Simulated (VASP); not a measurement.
# BaTiO3 (Pm-3m) in VASP: notebook

BaTiO3 is run at these levels: PBEsol; tasks: single point.

Everything below comes from runs of VASP 6.6.1. Logs are shortened: lines on timing, memory, paths and dates and some standing lists are left out, and cuts for length are marked.

### Step 1. The cell of the first run

Symmetry: Pm-3m, No. 221, cubic system. The conventional cell has a = 3.896 Å, b = 3.896 Å, c = 3.896 Å, α = 90.00°, β = 90.00°, γ = 90.00°. Within 3.6 Å of Ba (site symmetry m-3m) lie 12 O at 2.76 Å and 8 Ti at 3.37 Å. Ti (site symmetry m-3m) has 6 O at 1.95 Å within 2.6 Å. Within 2.6 Å of O (site symmetry 4/mmm) lie 2 Ti at 1.95 Å.

### Step 2. Single point, PBEsol

The input, INCAR:

```
ALGO = Normal ; EDIFF = 1E-6
ENCUT = 600 ; GGA = PS
GGA_COMPAT = F ; ISIF = 2
ISMEAR = 0 ; LASPH = T
LCHARG = F ; LREAL = F
LWAVE = F ; NBANDS = 28
NELM = 120 ; PREC = Accurate
SIGMA = 0.01
```

The input, KPOINTS:

```
k-points
0
Gamma
  4 4 4
```

The input, POSCAR:

```
BaTiO3
1.0
    3.8961908378      0.0000000000      0.0000000000
    0.0000000000      3.8961908378      0.0000000000
    0.0000000000      0.0000000000      3.8961908378
Ba Ti O
1 1 3
Direct
    0.5000000000      0.5000000000      0.5000000000
    0.0000000000      0.0000000000      0.0000000000
    0.5000000000      0.0000000000      0.0000000000
    0.0000000000      0.5000000000      0.0000000000
    0.0000000000      0.0000000000      0.5000000000
```

Potentials or basis: VASP PAW PBE potentials, release 64 (Ba_sv, Ti_sv, O).

The run is started by

```sh
> cat potpaw_PBE.64/Ba_sv/POTCAR potpaw_PBE.64/Ti_sv/POTCAR potpaw_PBE.64/O/POTCAR > POTCAR
> mpirun -np 1 vasp_std > vasp.out
```

OUTCAR:

```text
EDIFF = 1E-6
   ENCUT = 600
   GGA = PS
   ISIF = 2
   ISMEAR = 0
   LASPH = T
   LREAL = F
   NELM = 120
   PREC = Accurate

 ion  position               nearest neighbor table
   1  0.500  0.500  0.500-   3 2.76   4 2.76   5 2.76   3 2.76   4 2.76   3 2.76   5 2.76   3 2.76
                             4 2.76   5 2.76   4 2.76   5 2.76   2 3.37   2 3.37   2 3.37   2 3.37
   2  0.000  0.000  0.000-   3 1.95   4 1.95   5 1.95   5 1.95   4 1.95   3 1.95   1 3.37   1 3.37
                             1 3.37   1 3.37   1 3.37   1 3.37   1 3.37   1 3.37
   3  0.500  0.000  0.000-   2 1.95   2 1.95   1 2.76   1 2.76   1 2.76   1 2.76
   4  0.000  0.500  0.000-   2 1.95   2 1.95   1 2.76   1 2.76   1 2.76   1 2.76
   5  0.000  0.000  0.500-   2 1.95   2 1.95   1 2.76   1 2.76   1 2.76   1 2.76

  LATTYP: Found a simple cubic cell.
 ALAT       =     3.8961908378

  Lattice vectors:

 A1 = (   3.8961908378,   0.0000000000,   0.0000000000)
 A2 = (   0.0000000000,   3.8961908378,   0.0000000000)
 A3 = (   0.0000000000,   0.0000000000,   3.8961908378)

Analysis of symmetry for initial positions (statically):
=====================================================================
 Subroutine PRICEL returns:
 Original cell was already a primitive cell.

 Routine SETGRP: Setting up the symmetry group for a
 simple cubic supercell.

 Subroutine GETGRP returns: Found 48 space group operations
 (whereof 48 operations were pure point group operations)
 out of a pool of 48 trial point group operations.

The static configuration has the point symmetry O_h .

Analysis of symmetry for dynamics (positions and initial velocities):
=====================================================================
 Subroutine PRICEL returns:
 Original cell was already a primitive cell.

 Routine SETGRP: Setting up the symmetry group for a
 simple cubic supercell.

 Subroutine GETGRP returns: Found 48 space group operations
 (whereof 48 operations were pure point group operations)
 out of a pool of 48 trial point group operations.

The dynamic configuration has the point symmetry O_h .

 Subroutine INISYM returns: Found 48 space group operations
 (whereof 48 operations are pure point group operations),
 and found     1 'primitive' translations

----------------------------------------------------------------------------------------
[... 83 lines left out ...]
   NELM   =    120;   NELMIN=  2; NELMDL= -5     # of ELM steps
   EDIFF  = 0.1E-05   stopping-criterion for ELM
   LREAL  =      F    real-space projection
   EDIFFG = 0.1E-04   stopping-criterion for IOM
   NSW    =      0    number of steps for IOM
   IBRION =     -1    ionic relax: 0-MD 1-quasi-New 2-CG
   NFREE  =      0    steps in history (QN), initial steepest desc. (CG)
   ISIF   =      2    stress and relaxation
   ISYM   =      2    0-nonsym 1-usesym 2-fastsym
   POTIM  = 0.5000    time-step for ionic-motion
   TEBEG  =    0.0;   TEEND  =   0.0 temperature during run
   PSTRESS=    0.0 pullay stress
   NELECT =      40.0000    total number of electrons
   NUPDOWN=      -1.0000    fix difference up-down
   EMIN   =  10.00;   EMAX   =-10.00  energy-range for DOS
   EFERMI =   0.00;   METHOD = LEGACY
   ISMEAR =     0;   SIGMA  =   0.01  broadening in eV -4-tet -1-fermi 0-gaus
   EFERMI_NEDOS =   21; number of points for ismear=-14 and -15
   IALGO  =     38    algorithm
   IMIX   =      4    mixing-type and parameters
     AMIX     =   0.40;   BMIX     =  1.00
     AMIX_MAG =   1.60;   BMIX_MAG =  1.00
  volume/ion in A,a.u.               =      11.83        79.83
  Fermi-wavevector in a.u.,A,eV,Ry     =   1.436993  2.715523 28.095329  2.064948
  Thomas-Fermi vector in A             =   2.556120
   LORBIT       =      0    0 simple, 1 ext, 2 COOP (PROOUT), +10 PAW based schemes
   GGA     = PS    functional components
   LHFCALC =     F    Hartree Fock is set to
   AEXX    =    0.0000 exact exchange contribution
   IVDW    =     0    specifies the selected vdW correction
   LEPSILON=     F    determine dielectric tensor
   LRPA    =     F    only Hartree local field effects (RPA)
 non-spin polarized calculation
 Gauss-broadening in eV      SIGMA  =   0.01
  energy-cutoff  :      600.00
  volume of cell :       59.15
 maximum number of plane-waves:      2000
 NGX is ok and might be reduce to    32
   NGX = 15   NGY = 15   NGZ = 15

 number of electron      39.9999981 magnetization

 Free energy of the ion-electron system (eV)
  ---------------------------------------------------
  ext. energy  EPLUGINS =         0.00000000
  ---------------------------------------------------
  free energy    TOTEN  =       -41.79570958 eV

  energy without entropy =      -41.79570958  energy(sigma->0) =      -41.79570958

 E-fermi :   4.5574     XC(G=0): -11.9482

 val. band max:        4.3449166512   @ k =   0.5000   0.5000   0.5000
 cond. band min:       6.1730410041   @ k =   0.0000   0.0000   0.0000
 fundamental gap:      1.8281243529
 Fermi energy:         4.5574281701

 k-point     1 :       0.0000    0.0000    0.0000
  band No.  band energies     occupation
      1     -51.7018      2.00000
      2     -28.0776      2.00000
      3     -28.0776      2.00000
      4     -28.0776      2.00000
      5     -20.2681      2.00000
      6     -12.6409      2.00000
[... 299 lines left out ...]
     27      12.9685      0.00000
     28      12.9685      0.00000

------------------------ aborting loop because EDIFF is reached ----------------------------------------

  FORCE on cell =-STRESS in cart. coord.  units (eV):
  Direction    XX          YY          ZZ          XY          YZ          ZX
  --------------------------------------------------------------------------------------
  -------------------------------------------------------------------------------------
  Total        5.0672606      5.0672606      5.0672606     -0.0000000      0.0000000     -0.0000000
  in kB      137.2660580    137.2660580    137.2660580     -0.0000000      0.0000000     -0.0000000
  external PRESSURE =     137.2660580 kB  Pullay stress =       0.0000000 kB

 VOLUME and BASIS-vectors are now :
 -----------------------------------------------------------------------------
  energy-cutoff  :      600.00
  volume of cell :       59.15
      direct lattice vectors                 reciprocal lattice vectors
     3.896190838  0.000000000  0.000000000     0.256660939  0.000000000  0.000000000
     0.000000000  3.896190838  0.000000000     0.000000000  0.256660939  0.000000000
     0.000000000  0.000000000  3.896190838     0.000000000  0.000000000  0.256660939

 POSITION                                       TOTAL-FORCE (eV/Angst)
 -----------------------------------------------------------------------------------
      1.94810      1.94810      1.94810         0.000000      0.000000      0.000000
      0.00000      0.00000      0.00000         0.000000      0.000000      0.000000
      1.94810      0.00000      0.00000         0.000000      0.000000      0.000000
      0.00000      1.94810      0.00000         0.000000      0.000000      0.000000
      0.00000      0.00000      1.94810         0.000000      0.000000      0.000000
 -----------------------------------------------------------------------------------
    total drift:                                0.000000      0.000000     -0.000000

  FREE ENERGIE OF THE ION-ELECTRON SYSTEM (eV)
  ---------------------------------------------------
  free  energy   TOTEN  =       -41.7957095800 eV

  energy  without entropy=      -41.7957095800  energy(sigma->0) =      -41.79570958
```

Run time: 35 s. Hardware: 1 thread of Intel Xeon 8259CL, shared host; peak memory 0.18 GiB.

What came out:

```yaml
Free_energy: -41.7957 eV
Pressure: 13.7 GPa
Band_gap_on_the_k_mesh: 1.83 eV, indirect (least direct gap 1.88 eV)
```

Caveat: the PAW data sets were made with another functional, which shifts forces and pressure a little; spin-orbit coupling is left out, which moves the levels of the heavy elements.

### Step 3. Single point, PBEsol

This run uses another cell than the first one, of 12.17 Å³/atom, 1.029 times its volume.

The input, INCAR:

```
SYSTEM = BaTiO3
  PREC = Accurate
  ENCUT = 600
  EDIFF = 1E-6
  ISMEAR = 0
  SIGMA = 0.01
  LREAL = .FALSE.
  LASPH = .TRUE.
  NELM = 120
  ALGO = Normal
  ISIF = 2
  LWAVE = .FALSE.
  LCHARG = .TRUE.
  GGA = PS
  LELF = .TRUE.
  LVHAR = .TRUE.
  NBANDS = 28
  GGA_COMPAT = .FALSE.
```

The input, KPOINTS:

```
Automatic mesh
0
G
  4 4 4
  0 0 0
```

POSCAR, as its differences from that of step 2:

```diff
@@ -2,5 +2,5 @@
 1.0
-    3.8961908378      0.0000000000      0.0000000000
-    0.0000000000      3.8961908378      0.0000000000
-    0.0000000000      0.0000000000      3.8961908378
+    3.9334772262      0.0000000000      0.0000000000
+    0.0000000000      3.9334772262      0.0000000000
+    0.0000000000      0.0000000000      3.9334772262
 Ba Ti O
```

Potentials or basis: VASP PAW PBE potentials, release 64 (Ba_sv, Ti_sv, O).

The run is started by

```sh
> cat potpaw_PBE.64/Ba_sv/POTCAR potpaw_PBE.64/Ti_sv/POTCAR potpaw_PBE.64/O/POTCAR > POTCAR
> mpirun -np 1 vasp_std > vasp.out
```

Wall time 38 s (1 thread of Intel Xeon 8259CL, shared host); peak memory 0.18 GiB.

It converged, with:

```
Free energy            : -41.9125 eV
Pressure               : 7.4 GPa
Band gap on the k mesh : 1.78 eV, indirect (least direct gap 1.87 eV)
```

Levels at points of the mesh, in eV from the valence-band top:
| k point | band 18 | band 19 | band 20 | band 21 | band 22 | band 23 |
| --- | --- | --- | --- | --- | --- | --- |
| (0.00, 0.00, 0.00) | -0.09 | -0.09 | -0.09 | 1.78 | 1.78 | 1.78 |
| (0.50, 0.00, 0.00) | -1.92 | -0.72 | -0.72 | 1.97 | 3.74 | 3.74 |
| (0.50, 0.50, 0.00) | -0.84 | -0.84 | -0.10 | 3.75 | 3.75 | 4.18 |
| (0.50, 0.50, 0.50) | 0.00 | 0.00 | 0.00 | 4.49 | 4.49 | 4.49 |

Caveat: the PAW data sets were made with another functional, which shifts forces and pressure a little; spin-orbit coupling is left out, which moves the levels of the heavy elements.

[end of part 1 of 2]
